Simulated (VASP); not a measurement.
Set up this calculation in VASP 6.6.1, as the native input.

* Task: single point
* Functional: PBE
* Potentials or basis: VASP PAW PBE potentials, release 64 (Si, Sn_d)
* Cutoff: 520 eV
* k mesh: 12 × 12 × 12
* Occupations: gaussian, width 0.1 eV
* Spin: no spin polarisation
* Dipole correction: no
* Further INCAR settings: ALGO = Normal; EDIFF = 1e-07; NBANDS = 23

The structure of Si4Sn lies in POSCAR:

```
Si4Sn
1.0
    1.9036440259      1.0990693908      8.3097006524
   -1.9036440259      1.0990693908      8.3097006524
    0.0000000000     -2.1981387816      8.3097006524
Si Sn
4 1
Direct
    0.7493079977      0.7493079977      0.7493079977
    0.4524527700      0.4524527700      0.4524527700
    0.5475472300      0.5475472300      0.5475472300
    0.2506920023      0.2506920023      0.2506920023
    0.0000000000      0.0000000000      0.0000000000
```

The input as run:

INCAR

```
  PREC = Accurate
  ENCUT = 520
  EDIFF = 1E-7
  ISMEAR = 0
  SIGMA = 0.1
  LREAL = F
  LASPH = T
  NELM = 80
  ALGO = Normal
  ISIF = 2
  LWAVE = F
  LCHARG = F
  GGA = PE
  NBANDS = 23
```

KPOINTS

```
regular mesh
0
Gamma
  12 12 12
```

Potentials or basis: VASP PAW PBE potentials, release 64 (Si, Sn_d).

Run with:

```bash
$ cat potpaw_PBE.64/Si/POTCAR potpaw_PBE.64/Sn_d/POTCAR > POTCAR
$ mpirun -np 1 vasp_std > vasp.out
```

It gave:

```yaml
Pressure: -0.1 GPa
Largest_force: 0.006 eV/Å
Band_gap_on_the_k_mesh: zero (bands 15 and 16 overlap by 2.48 eV)
```

Caveat: spin-orbit coupling is left out, which moves the levels of the heavy elements.

Run time: 39 min on 1 thread of Intel(R) Xeon(R) Platinum 8259CL CPU @ 2.50GHz (Skylake/Cascade Lake) (shared host), peak memory 0.8 GiB.
